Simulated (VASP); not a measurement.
# SrTiO3 (P4mm) in VASP: notebook

Runs on SrTiO3. Level: PBEsol. Tasks: single point.

All numbers are computed with VASP 6.6.1; they aren't measurements. Logs are shortened: lines on timing, memory, paths and dates and some standing lists are left out, and cuts for length are marked.

### 1 The cell of the first run

Symmetry: P4mm, No. 99, tetragonal system. Conventional cell: a = 3.891 Å, b = 3.891 Å, c = 3.891 Å, α = 90.00°, β = 90.00°, γ = 90.00°. Within 3.6 Å of Sr (site symmetry 4mm) lie 12 O at 2.70 to 2.81 Å and 8 Ti at 3.28 to 3.47 Å. Ti (site symmetry 4mm) has 6 O at 1.70 to 2.19 Å within 2.3 Å. O (site symmetry 4mm) has 2 Ti at 1.70 to 2.19 Å within 2.3 Å. O (site symmetry 2mm) has 2 Ti at 1.96 Å and 4 Sr at 2.70 to 2.81 Å and 8 O at 2.75 Å within 2.9 Å.

### 2 Single point, PBEsol (atoms displaced along several vibrational modes)

File INCAR:

```
SYSTEM = SrTiO3
PREC = Accurate ; ENCUT = 520
EDIFF = 1E-7 ; ISMEAR = 0
SIGMA = 0.05 ; LREAL = .False.
LASPH = .True. ; NELM = 60
ALGO = Normal ; ISIF = 2
LWAVE = .False. ; LCHARG = .False.
GGA = PS ; NBANDS = 28
```

File KPOINTS:

```
Automatic mesh
0
Gamma
  8 8 8
  0 0 0
```

File POSCAR:

```
SrTiO3
1.0
    3.8913815400      0.0000000000      0.0000000000
    0.0000000000      3.8913815400      0.0000000000
    0.0000000000      0.0000000000      3.8913815400
Sr Ti O
1 1 3
Direct
   -0.0061624723      0.0000000000      0.0000000000
    0.5370168837      0.5000000000      0.5000000000
   -0.0252423986      0.5000000000      0.5000000000
    0.4741209383      0.0000000000      0.5000000000
    0.4741209383      0.5000000000      0.0000000000
```

Potentials or basis: VASP PAW PBE potentials, release 64 (Sr_sv, Ti_sv, O).

Launch:

```
> cat potpaw_PBE.64/Sr_sv/POTCAR potpaw_PBE.64/Ti_sv/POTCAR potpaw_PBE.64/O/POTCAR > POTCAR
> mpirun -np 1 vasp_std > vasp.out
```

OUTCAR:

```text
SYSTEM = SrTiO3
   PREC = Accurate
   ENCUT = 520
   EDIFF = 1E-7
   ISMEAR = 0
   LREAL = .False.
   LASPH = .True.
   NELM = 60
   ISIF = 2
   GGA = PS

 ion  position               nearest neighbor table
   1  0.994  0.000  0.000-   4 2.70   5 2.70   4 2.70   5 2.70   3 2.75   3 2.75   3 2.75   3 2.75
                             4 2.81   5 2.81   4 2.81   5 2.81   2 3.28   2 3.28   2 3.28   2 3.28
   2  0.537  0.500  0.500-   3 1.70   4 1.96   5 1.96   5 1.96   4 1.96   3 2.19   1 3.28   1 3.28
                             1 3.28   1 3.28   1 3.47   1 3.47   1 3.47   1 3.47
   3  0.975  0.500  0.500-   2 1.70   2 2.19   1 2.75   1 2.75   1 2.75   1 2.75
   4  0.474  0.000  0.500-   2 1.96   2 1.96   1 2.70   1 2.70   1 2.81   1 2.81
   5  0.474  0.500  0.000-   2 1.96   2 1.96   1 2.70   1 2.70   1 2.81   1 2.81

  LATTYP: Found a simple cubic cell.
 ALAT       =     3.8913815400

  Lattice vectors:

 A1 = (   3.8913815400,   0.0000000000,   0.0000000000)
 A2 = (   0.0000000000,   3.8913815400,   0.0000000000)
 A3 = (   0.0000000000,   0.0000000000,   3.8913815400)

Analysis of symmetry for initial positions (statically):
=====================================================================
 Subroutine PRICEL returns:
 Original cell was already a primitive cell.

 Routine SETGRP: Setting up the symmetry group for a
 simple cubic supercell.

 Subroutine GETGRP returns: Found  8 space group operations
 (whereof  8 operations were pure point group operations)
 out of a pool of 48 trial point group operations.

The static configuration has the point symmetry C_4v.

Analysis of symmetry for dynamics (positions and initial velocities):
=====================================================================
 Subroutine PRICEL returns:
 Original cell was already a primitive cell.

 Routine SETGRP: Setting up the symmetry group for a
 simple cubic supercell.

 Subroutine GETGRP returns: Found  8 space group operations
 (whereof  8 operations were pure point group operations)
 out of a pool of 48 trial point group operations.

The dynamic configuration has the point symmetry C_4v.

 Subroutine INISYM returns: Found  8 space group operations
 (whereof  8 operations are pure point group operations),
 and found     1 'primitive' translations

----------------------------------------------------------------------------------------

                                     Primitive cell

  volume of cell :      58.9266

  direct lattice vectors                    reciprocal lattice vectors
     3.891381540  0.000000000  0.000000000     0.256978143  0.000000000  0.000000000
     0.000000000  3.891381540  0.000000000     0.000000000  0.256978143  0.000000000
     0.000000000  0.000000000  3.891381540     0.000000000  0.000000000  0.256978143

  length of vectors
     3.891381540  3.891381540  3.891381540     0.256978143  0.256978143  0.256978143

  position of ions in fractional coordinates (direct lattice)
     0.993837528  0.000000000  0.000000000
     0.537016884  0.500000000  0.500000000
     0.974757601  0.500000000  0.500000000
     0.474120938  0.000000000  0.500000000
     0.474120938  0.500000000  0.000000000

  ion indices of the primitive-cell ions
   primitive index   ion index
                 1           1
                 2           2
                 3           3
                 4           4
                 5           5

----------------------------------------------------------------------------------------

 KPOINTS: Automatic mesh

Automatic generation of k-mesh.
 Grid dimensions read from file:
 generate k-points for:    8    8    8

 Generating k-lattice:

  Cartesian coordinates                     Fractional coordinates (reciprocal lattice)
     0.032122268  0.000000000  0.000000000     0.125000000  0.000000000  0.000000000
     0.000000000  0.032122268  0.000000000     0.000000000  0.125000000  0.000000000
     0.000000000  0.000000000  0.032122268     0.000000000  0.000000000  0.125000000

  Length of vectors
     0.032122268  0.032122268  0.032122268

  Shift w.r.t. Gamma in fractional coordinates (k-lattice)
     0.000000000  0.000000000  0.000000000

 Subroutine IBZKPT returns following result:
 ===========================================

 Found     75 irreducible k-points:

 Following reciprocal coordinates:
            Coordinates               Weight
  0.000000  0.000000  0.000000      1.000000
  0.125000  0.000000  0.000000      2.000000
  0.000000  0.125000  0.000000      4.000000
  0.250000  0.000000  0.000000      2.000000
  0.000000  0.250000  0.000000      4.000000
  0.375000  0.000000  0.000000      2.000000
[... 16 lines left out ...]
  0.375000  0.250000  0.000000      8.000000
  0.000000  0.375000  0.250000      8.000000
 [... further k-points ...]
   k-points           NKPTS =     75   k-points in BZ     NKDIM =     75   number of bands    NBANDS=     28
   number of dos      NEDOS =    301   number of ions     NIONS =      5
   total plane-waves  NPLWV =  27000
   dimension x,y,z NGX =    30 NGY =   30 NGZ =   30
   dimension x,y,z NGXF=    60 NGYF=   60 NGZF=   60
   ions per type =               1   1   3
   NGX,Y,Z   is equivalent  to a cutoff of  12.82, 12.82, 12.82 a.u.
   NGXF,Y,Z  is equivalent  to a cutoff of  25.63, 25.63, 25.63 a.u.
 SYSTEM =  SrTiO3
   PREC   = accura    normal or accurate (medium, high low for compatibility)
   ISTART =      0    job   : 0-new  1-cont  2-samecut
   ICHARG =      2    charge: 1-file 2-atom 10-const
   ISPIN  =      1    spin polarized calculation?
   LNONCOLLINEAR =      F non collinear calculations
   LSORBIT =      F    spin-orbit coupling
   LASPH  =      T    aspherical Exc in radial PAW
   ENCUT  =  520.0 eV  38.22 Ry    6.18 a.u.   7.24  7.24  7.24*2*pi/ulx,y,z
   NELM   =     60;   NELMIN=  2; NELMDL= -5     # of ELM steps
   EDIFF  = 0.1E-06   stopping-criterion for ELM
   LREAL  =      F    real-space projection
   EDIFFG = 0.1E-05   stopping-criterion for IOM
   NSW    =      0    number of steps for IOM
   IBRION =     -1    ionic relax: 0-MD 1-quasi-New 2-CG
   NFREE  =      0    steps in history (QN), initial steepest desc. (CG)
   ISIF   =      2    stress and relaxation
   ISYM   =      2    0-nonsym 1-usesym 2-fastsym
   POTIM  = 0.5000    time-step for ionic-motion
   TEBEG  =    0.0;   TEEND  =   0.0 temperature during run
   PSTRESS=    0.0 pullay stress
   NELECT =      40.0000    total number of electrons
   NUPDOWN=      -1.0000    fix difference up-down
   EMIN   =  10.00;   EMAX   =-10.00  energy-range for DOS
   EFERMI =   0.00;   METHOD = LEGACY
   ISMEAR =     0;   SIGMA  =   0.05  broadening in eV -4-tet -1-fermi 0-gaus
   EFERMI_NEDOS =   21; number of points for ismear=-14 and -15
   IALGO  =     38    algorithm
   IMIX   =      4    mixing-type and parameters
     AMIX     =   0.40;   BMIX     =  1.00
     AMIX_MAG =   1.60;   BMIX_MAG =  1.00
  volume/ion in A,a.u.               =      11.79        79.53
  Fermi-wavevector in a.u.,A,eV,Ry     =   1.438769  2.718879 28.164817  2.070056
  Thomas-Fermi vector in A             =   2.557699
   LORBIT       =      0    0 simple, 1 ext, 2 COOP (PROOUT), +10 PAW based schemes
   GGA     = PS    functional components
   LHFCALC =     F    Hartree Fock is set to
   AEXX    =    0.0000 exact exchange contribution
   IVDW    =     0    specifies the selected vdW correction
   LEPSILON=     F    determine dielectric tensor
   LRPA    =     F    only Hartree local field effects (RPA)
 non-spin polarized calculation
 Gauss-broadening in eV      SIGMA  =   0.05
  energy-cutoff  :      520.00
  volume of cell :       58.93
 maximum number of plane-waves:      1622
 NGX is ok and might be reduce to    30
   NGX = 15   NGY = 15   NGZ = 15

 number of electron      40.0000007 magnetization

 Free energy of the ion-electron system (eV)
  ---------------------------------------------------
  ext. energy  EPLUGINS =         0.00000000
  ---------------------------------------------------
  free energy    TOTEN  =       -41.81274156 eV

  energy without entropy =      -41.81274156  energy(sigma->0) =      -41.81274156

 E-fermi :   4.5101     XC(G=0): -11.5789

 val. band max:        4.2587002161   @ k =   0.5000   0.5000   0.5000
 cond. band min:       6.1679542365   @ k =   0.0000   0.0000   0.0000
 fundamental gap:      1.9092540203
 Fermi energy:         4.5101102811

 k-point     1 :       0.0000    0.0000    0.0000
  band No.  band energies     occupation
      1     -51.7229      2.00000
      2     -28.5657      2.00000
      3     -28.3303      2.00000
      4     -28.0731      2.00000
      5     -28.0731      2.00000
      6     -13.3061      2.00000
[... 20 lines left out ...]
     27       9.6151      0.00000
     28      10.1952      0.00000

 k-point     2 :       0.1250    0.0000    0.0000
  band No.  band energies     occupation
      1     -51.7226      2.00000
      2     -28.5727      2.00000
      3     -28.3312      2.00000
      4     -28.0726      2.00000
      5     -28.0726      2.00000
      6     -13.2745      2.00000
[... 20 lines left out ...]
     27       9.9064      0.00000
     28      10.6570      0.00000

 k-point     3 :       0.0000    0.1250    0.0000
  band No.  band energies     occupation
      1     -51.7226      2.00000
      2     -28.5660      2.00000
      3     -28.3310      2.00000
      4     -28.0790      2.00000
      5     -28.0726      2.00000
      6     -13.3313      2.00000
[... 20 lines left out ...]
     27       9.8156      0.00000
     28      10.5211      0.00000

 k-point     4 :       0.2500    0.0000    0.0000
  band No.  band energies     occupation
      1     -51.7220      2.00000
      2     -28.5909      2.00000
      3     -28.3319      2.00000
      4     -28.0713      2.00000
      5     -28.0713      2.00000
      6     -13.2692      2.00000
[... 578 lines left out ...]
     27      11.2097      0.00000
     28      11.9204      0.00000

 k-point    23 :       0.3750    0.2500    0.0000
  band No.  band energies     occupation
      1     -51.7205      2.00000
      2     -28.5746      2.00000
      3     -28.3596      2.00000
      4     -28.1042      2.00000
      5     -28.0686      2.00000
      6     -13.0790      2.00000
[... 20 lines left out ...]
     27      12.1267      0.00000
     28      12.6147      0.00000

 k-point    24 :       0.0000    0.3750    0.2500
  band No.  band energies     occupation
      1     -51.7205      2.00000
      2     -28.5469      2.00000
      3     -28.3319      2.00000
      4     -28.1224      2.00000
      5     -28.1029      2.00000
      6     -13.2922      2.00000
[... 20 lines left out ...]
     27      12.0078      0.00000
     28      12.3280      0.00000

 [... further k-points ...]

------------------------ aborting loop because EDIFF is reached ----------------------------------------

  FORCE on cell =-STRESS in cart. coord.  units (eV):
  Direction    XX          YY          ZZ          XY          YZ          ZX
  --------------------------------------------------------------------------------------
  -------------------------------------------------------------------------------------
  Total        4.8384251      0.3209324      0.3209324      0.0000000      0.0000000      0.0000000
  in kB      131.5537273      8.7259490      8.7259490      0.0000000      0.0000000      0.0000000
  external PRESSURE =      49.6685418 kB  Pullay stress =       0.0000000 kB

 VOLUME and BASIS-vectors are now :
 -----------------------------------------------------------------------------
  energy-cutoff  :      520.00
  volume of cell :       58.93
      direct lattice vectors                 reciprocal lattice vectors
     3.891381540  0.000000000  0.000000000     0.256978143  0.000000000  0.000000000
     0.000000000  3.891381540  0.000000000     0.000000000  0.256978143  0.000000000
     0.000000000  0.000000000  3.891381540     0.000000000  0.000000000  0.256978143

 POSITION                                       TOTAL-FORCE (eV/Angst)
 -----------------------------------------------------------------------------------
      3.86740      0.00000      0.00000         0.508681     -0.000000      0.000000
      2.08974      1.94569      1.94569        -3.109615      0.000000     -0.000000
      3.79315      1.94569      1.94569         2.205098     -0.000000      0.000000
      1.84499      0.00000      1.94569         0.197918     -0.000000      0.000000
      1.84499      1.94569      0.00000         0.197918     -0.000000      0.000000
 -----------------------------------------------------------------------------------
    total drift:                                0.000179     -0.000000      0.000001

  FREE ENERGIE OF THE ION-ELECTRON SYSTEM (eV)
  ---------------------------------------------------
  free  energy   TOTEN  =       -41.8127415591 eV

  energy  without entropy=      -41.8127415591  energy(sigma->0) =      -41.81274156
```

It took 3 min on 1 thread of Intel Xeon 6975P-C (Granite Rapids), shared host; peak memory 0.25 GiB.

What came out:

```
Free energy            : -41.8127 eV
Pressure               : 5.0 GPa
Largest force          : 3.110 eV/Å
Band gap on the k mesh : 1.91 eV (least direct gap 2.60 eV)
```

Forces on the atoms (eV/Å):
```
Sr   0.509  0.000  0.000
Ti  -3.110  0.000  0.000
O    2.205  0.000  0.000
O    0.198  0.000  0.000
O    0.198  0.000  0.000
```

Stress tensor (GPa, compression positive):
```
13.16  0.00  0.00
 0.00  0.87  0.00
 0.00  0.00  0.87
```

Levels at points of the mesh, in eV from the valence-band top:
| k point | band 16 | band 17 | band 18 | band 19 | band 20 | band 21 | band 22 | band 23 | band 24 | band 25 |
| --- | --- | --- | --- | --- | --- | --- | --- | --- | --- | --- |
| (0.00, 0.00, 0.00) | -2.03 | -1.37 | -1.05 | -0.69 | -0.69 | 1.91 | 2.86 | 2.86 | 4.66 | 4.92 |
| (0.50, 0.00, 0.00) | -2.73 | -2.45 | -2.25 | -0.75 | -0.75 | 2.11 | 4.33 | 4.33 | 4.67 | 6.92 |
| (0.00, 0.50, 0.00) | -2.35 | -2.33 | -2.06 | -1.68 | -1.27 | 3.04 | 3.78 | 4.00 | 5.02 | 6.32 |
| (0.50, 0.50, 0.00) | -2.91 | -1.77 | -1.66 | -1.61 | -0.46 | 3.86 | 4.36 | 4.40 | 5.57 | 7.61 |
| (0.00, 0.50, 0.50) | -3.11 | -2.09 | -2.09 | -1.85 | -0.10 | 4.02 | 4.02 | 4.28 | 5.24 | 7.55 |
| (0.50, 0.50, 0.50) | -3.97 | -3.75 | -0.35 | -0.35 | 0.00 | 4.44 | 4.60 | 4.60 | 6.31 | 6.84 |

Caveat: the cell differs from its parent crystal (atoms displaced along several vibrational modes); the stress differs along the axes, from 1 to 13 GPa; the PAW data sets were made with another functional, which shifts forces and pressure a little. A k mesh can miss the band edges.

(Continued in part 2 of 3.)
